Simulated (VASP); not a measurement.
Si2Ni: relaxation of cell and atoms with PBE

Crystal: Si2Ni.

```
Ni Si
1.0
     0.00000    2.70300    2.70300
     2.70300    0.00000    2.70300
     2.70300    2.70300    0.00000
Ni Si
1 2
Direct
  0.00000 0.00000 0.00000
  0.75000 0.75000 0.75000
  0.25000 0.25000 0.25000
```

```json
{
 "Program": "VASP 6.6.1",
 "Task": "relaxation of cell and atoms",
 "Functional": "PBE",
 "Potentials or basis": "VASP PAW PBE potentials, release 64 (Ni, Si)",
 "Cutoff": "600 eV",
 "k mesh": "9 × 9 × 9",
 "Occupations": "fermi-dirac, width 0.05 eV",
 "Spin": "collinear spin, ferromagnetic start",
 "Starting moments": "[1.0, 0.0, 0.0] μB",
 "Dipole correction": "no",
 "Further INCAR settings": "ALGO = Normal; EDIFF = 1e-06; IBRION = 2; EDIFFG = -0.01; NSW = 60; ISIF = 3"
}
```

* Relaxed volume: 13.50 Å³/atom
* Relaxed cell: a = 3.855 Å, b = 3.855 Å, c = 3.855 Å, α = 60.00°, β = 60.00°, γ = 60.00°
* Space group after relaxing (to 0.05 Å): Fm-3m (No. 225)
* Energy gained by relaxing: 3.8 meV/atom
* Ionic steps: 3
* Pressure after relaxing: 0.1 GPa
* Band gap on the k mesh: zero (filled and empty bands overlap)
* Net moment: 0.00 μB per cell
* Valence electrons inside the program's atomic spheres: Ni 9.74; Si 1.57

The path:
```csv
step,energy change (eV),largest force (eV/Å),pressure (GPa),volume (Å³)
1,0.0000,0.0000,3.69,39.50
2,-0.0052,0.0000,-2.68,41.26
3,-0.0114,0.0000,0.05,40.50
```

Final structure:
```xyz
3
Lattice="0.0000 2.7258 2.7258 2.7258 0.0000 2.7258 2.7258 2.7258 0.0000" Properties=species:S:1:pos:R:3 pbc="T T T"
Ni    0.0000    0.0000    0.0000
Si    4.0886    4.0886    4.0886
Si    1.3629    1.3629    1.3629
```

Levels at points of the mesh, in eV from the Fermi level:
Spin up:
| k point | band 7 | band 8 | band 9 | band 10 | band 11 | band 12 |
| --- | --- | --- | --- | --- | --- | --- |
| (0.00, 0.00, 0.00) | -0.49 | 1.67 | 1.67 | 1.67 | 2.33 | 2.33 |
Spin down:
| k point | band 5 | band 6 | band 7 | band 8 | band 9 | band 10 | band 11 | band 12 | band 13 | band 14 |
| --- | --- | --- | --- | --- | --- | --- | --- | --- | --- | --- |
| (0.00, 0.00, 0.00) | -3.37 | -3.37 | -0.49 | 1.67 | 1.67 | 1.67 | 2.33 | 2.33 | 2.33 | 4.67 |

Wall time 47 s on 1 thread of Intel(R) Xeon(R) 6975P-C (Granite Rapids) (shared host), peak memory 0.22 GiB.

PBE usually gives volumes a little too large and moduli too small. Zero-point motion and thermal expansion aren't in these numbers.
